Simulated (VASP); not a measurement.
# Ir (Fmmm) in VASP: notebook, part 2 of 2

VASP 6.6.1.

### 3 Single point, PBEsol

This run uses another cell than the first one: it holds 2 atoms, not 4.

Contents of INCAR:

```
SYSTEM = Ir
PREC = Accurate
ENCUT = 520
EDIFF = 1E-6
ISMEAR = 0
SIGMA = 0.1
LREAL = .FALSE.
LASPH = .TRUE.
NELM = 100
ALGO = Normal
ISIF = 2
LWAVE = .FALSE.
LCHARG = .FALSE.
GGA = PS
NBANDS = 16
```

Contents of KPOINTS:

```
Automatic mesh
0
G
  24 24 24
  0 0 0
```

Contents of POSCAR:

```
Ir
1.0
    0.0000000000      2.2932647534      4.8717769839
    1.3292349332      0.0000000000      4.8717769839
    1.3292349332      2.2932647534      0.0000000000
Ir
2
Direct
    0.8723540836      0.8723540836      0.1276459164
    0.1276459164      0.1276459164      0.8723540836
```

Potentials or basis: VASP PAW PBE potentials, release 64 (Ir).

Run with:

```sh
$ cat potpaw_PBE.64/Ir/POTCAR > POTCAR
$ mpirun -np 1 vasp_std > vasp.out
```

OUTCAR:

```text
SYSTEM = Ir
   PREC = Accurate
   ENCUT = 520
   EDIFF = 1E-6
   ISMEAR = 0
   LREAL = .FALSE.
   LASPH = .TRUE.
   NELM = 100
   ISIF = 2
   GGA = PS

 ion  position               nearest neighbor table
   1  0.872  0.872  0.128-   2 2.49   2 2.73   2 2.73   2 3.31   2 3.31
   2  0.128  0.128  0.872-   1 2.49   1 2.73   1 2.73   1 3.31   1 3.31

  LATTYP: Found a face centered orthorhombic cell.
 ALAT       =     2.6584698664
 B/A-ratio  =     1.7252516437
 C/A-ratio  =     3.6650985181

  Lattice vectors:

 A1 = (   0.0000000000,   2.2932647534,   4.8717769839)
 A2 = (   1.3292349332,   0.0000000000,   4.8717769839)
 A3 = (   1.3292349332,   2.2932647534,   0.0000000000)

Analysis of symmetry for initial positions (statically):
=====================================================================
 Subroutine PRICEL returns:
 Original cell was already a primitive cell.

 Routine SETGRP: Setting up the symmetry group for a
 face centered orthorhombic supercell.

 Subroutine GETGRP returns: Found  8 space group operations
 (whereof  8 operations were pure point group operations)
 out of a pool of  8 trial point group operations.

The static configuration has the point symmetry D_2h.

[... 155 lines left out ...]
  ---------------------------------------------------
  free energy    TOTEN  =       -18.87945911 eV

  energy without entropy =      -18.86798998  energy(sigma->0) =      -18.87372455

 E-fermi :   9.1476     XC(G=0): -13.7620

 val. band max:        9.1462765713   @ k =   0.4583  -0.0000  -0.0000
 cond. band min:       9.1480548745   @ k =  -0.3333   0.2083   0.0417
 fundamental gap:      0.0017783033
 Fermi energy:         9.1476478775

 k-point     1 :       0.0000    0.0000    0.0000
  band No.  band energies     occupation
      1      -1.2181      2.00000
      2       1.7502      2.00000
      3       3.4295      2.00000
      4       5.9843      2.00000
      5       6.0515      2.00000
      6       6.1728      2.00000
[... 433 lines left out ...]
      3       3.2840      2.00000
      4       3.7230      2.00000
      5       6.9520      2.00000
      6       7.2257      2.00000
[... 8 lines left out ...]
     15      21.4831      0.00000
     16      23.9143      0.00000

 [... further k-points ...]
[... 5 lines left out ...]
  --------------------------------------------------------------------------------------
  -------------------------------------------------------------------------------------
  Total        0.1516400      0.1327843      0.1118630      0.0000000      0.0000000      0.0000000
  in kB        8.1799590      7.1628188      6.0342579      0.0000000      0.0000000      0.0000000
  external PRESSURE =       7.1256786 kB  Pullay stress =       0.0000000 kB

 VOLUME and BASIS-vectors are now :
 -----------------------------------------------------------------------------
  energy-cutoff  :      520.00
  volume of cell :       29.70
      direct lattice vectors                 reciprocal lattice vectors
     0.000000000  2.293264753  4.871776984    -0.376156229  0.218029776  0.102631956
     1.329234933  0.000000000  4.871776984     0.376156229 -0.218029776  0.102631956
     1.329234933  2.293264753  0.000000000     0.376156229  0.218029776 -0.102631956

 POSITION                                       TOTAL-FORCE (eV/Angst)
 -----------------------------------------------------------------------------------
      1.32923      2.29326      8.49983         0.000000      0.000000      0.014607
      1.32923      2.29326      1.24372         0.000000      0.000000     -0.014607
 -----------------------------------------------------------------------------------
    total drift:                                0.000000      0.000000      0.000000

  FREE ENERGIE OF THE ION-ELECTRON SYSTEM (eV)
  ---------------------------------------------------
  free  energy   TOTEN  =       -18.8794591093 eV

  energy  without entropy=      -18.8679899850  energy(sigma->0) =      -18.87372455
```

stdout:

```text
POSCAR found type information on POSCAR Ir
 POSCAR found :  1 types and       2 ions
 scaLAPACK will be used
 -----------------------------------------------------------------------------
|                                                                             |
|                                                                             |
|     You enforced a specific xc type in the INCAR file but a different       |
|     I HOPE YOU KNOW WHAT YOU ARE DOING!                                     |
|                                                                             |
 -----------------------------------------------------------------------------

 LDA part: xc-table for (Slater+PW92), standard interpolation
 POSCAR, INCAR and KPOINTS ok, starting setup
 FFT: planning ... GRIDC
 FFT: planning ... GRID_SOFT
 FFT: planning ... GRID
 WAVECAR not read
 entering main loop
```

Run time: 25 min. Hardware: 1 thread of Intel Xeon Platinum 8488C (Sapphire Rapids), shared host; peak memory 0.85 GiB.

What came out:

```
Free energy            : -18.8795 eV
Pressure               : 0.7 GPa
Largest force          : 0.015 eV/Å
Band gap on the k mesh : zero (band 9 reaches 11.07 eV, above the bottom of band 10 at 8.02 eV)
```

Forces in eV/Å, atoms in the order of the input:
```
Ir   0.000  0.000  0.015
Ir   0.000  0.000 -0.015
```

Levels at points of the mesh, in eV from the Fermi level:
```
           k point  band 5  band 6  band 7  band 8  band 9  band 10  band 11  band 12  band 13  band 14
(0.00, 0.00, 0.00)   -3.10   -2.97   -2.73   -1.28   -1.03    -0.44    -0.05     1.06     6.29    15.68
(0.50, 0.00, 0.00)   -2.10   -1.98   -1.01   -0.01    1.85     2.00     3.29     3.75     6.82    10.11
(0.50, 0.50, 0.00)   -3.42   -3.01   -2.69   -2.62   -1.75    -0.51     0.41     1.68    10.97    11.27
(0.50, 0.00, 0.50)   -1.47   -1.28   -1.03   -0.58    1.92     1.98     2.57     5.71     5.75     7.10
(0.00, 0.50, 0.50)   -3.01   -2.91   -1.32    1.05    1.77     2.13     3.53     3.80     6.85     7.09
```

Caveat: the PAW data sets were made with another functional, which shifts forces and pressure a little; spin-orbit coupling is left out, which moves the levels of the heavy elements.
